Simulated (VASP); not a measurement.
A run of VASP 6.6.1:

Contents of INCAR:

```
PREC = Accurate ; ENCUT = 520
EDIFF = 1E-6 ; ISMEAR = 0
SIGMA = 0.1 ; LREAL = False
LASPH = True ; NELM = 60
ALGO = Fast ; ISIF = 2
LWAVE = False ; LCHARG = True
GGA = PE ; LELF = True
LVHAR = True ; NBANDS = 46
```

File KPOINTS:

```
regular mesh
0
Gamma
  6 6 8
```

Contents of POSCAR:

```
Al2Cu
1.0
    6.0827491460      0.0000000000      0.0000000000
    0.0000000000      6.0827491460      0.0000000000
    0.0000000000      0.0000000000      4.7852276522
Al Cu
8 4
Direct
    0.1577186903      0.3422813097      0.0000000000
    0.1577186903      0.6577186903      0.5000000000
    0.8422813097      0.3422813097      0.5000000000
    0.8422813097      0.6577186903      0.0000000000
    0.6577186903      0.8422813097      0.5000000000
    0.6577186903      0.1577186903      0.0000000000
    0.3422813097      0.8422813097      0.0000000000
    0.3422813097      0.1577186903      0.5000000000
    0.0000000000      0.0000000000      0.7500000000
    0.0000000000      0.0000000000      0.2500000000
    0.5000000000      0.5000000000      0.2500000000
    0.5000000000      0.5000000000      0.7500000000
```

Potentials or basis: VASP PAW PBE potentials, release 64 (Al, Cu).

Launch:

```bash
$ cat potpaw_PBE.64/Al/POTCAR potpaw_PBE.64/Cu/POTCAR > POTCAR
$ mpirun -np 1 vasp_std > vasp.out
```

Hardware: 1 thread of Intel Xeon 8259CL (shared host).

How long does it take, and how much memory?

It took 15 min on 1 thread of Intel Xeon 8259CL, on a shared host, peak memory 0.46 GiB. Counts: scf iterations 17, k points 50.
